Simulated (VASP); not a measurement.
**Hg: single point with PBE**

Hg:

```xyz
1
Lattice="1.7300 0.9988 2.2340 -1.7300 0.9988 2.2340 0.0000 -1.9976 2.2340" Properties=species:S:1:pos:R:3 pbc="T T T"
Hg    0.0000    0.0000    0.0000
```

* Program: VASP 6.6.1
* Task: single point
* Functional: PBE
* Potentials or basis: VASP PAW PBE potentials, release 64 (Hg)
* Cutoff: 520 eV
* k mesh: 15 × 15 × 15
* Occupations: fermi-dirac, width 0.03 eV
* Spin: no spin polarisation
* Dipole correction: no
* Further INCAR settings: ALGO = Normal; EDIFF = 1e-06; NBANDS = 12

```json
{
  "Pressure": "6.4 GPa",
  "Band gap on the k mesh": "zero (band 6 reaches 4.24 eV, above the bottom of band 7 at 1.20 eV)"
}
```

Stress tensor (GPa, compression positive):
```
6.18 0.00 0.00
0.00 6.18 0.00
0.00 0.00 6.82
```

Levels at points of the mesh, in eV from the Fermi level:
```
           k point  band 4  band 5  band 6  band 7  band 8  band 9
(0.00, 0.00, 0.00)   -6.50   -6.33   -6.33   12.22   12.67   12.67
```

Wall time 50 s on 1 thread of AMD EPYC 7R13 Processor (Zen 3), with other jobs on the host, peak memory 0.18 GiB.

Caveat: spin-orbit coupling is left out, which moves the levels of the heavy elements.
